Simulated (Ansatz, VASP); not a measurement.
# Ru: VASP beside Ansatz

```xyz
1
Lattice="-1.3935 1.3935 1.3935 1.3935 -1.3935 1.3935 1.3935 1.3935 -1.3935" Properties=species:S:1:pos:R:3 pbc="T T T"
Ru    0.0000    0.0000    0.0000
```

Change from the starting cell: volume scaled by 0.76, crystal datasets.

Alike in both runs: task single point; functional PBE; k mesh 18 × 18 × 18; occupations fermi-dirac, width 0.08 eV; no spin polarisation.

```csv
,VASP,Ansatz
version,VASP 6.6.1,Ansatz 0.2.0
potentials or method,"VASP PAW PBE potentials, release 64 (Ru_pv), cutoff 500 eV","all-electron PAW with datasets made for the crystal, scalar-relativistic"
```

```tsv
	VASP	Ansatz	Ansatz less VASP
pressure (GPa)	147.4	146.0	-1.32
```

Both programs put the cell under a high pressure, so it lies far from rest at this level. Ansatz ran all-electron here, and VASP with PAW potentials.

Noted on VASP's run: the cell as given lies far from equilibrium.
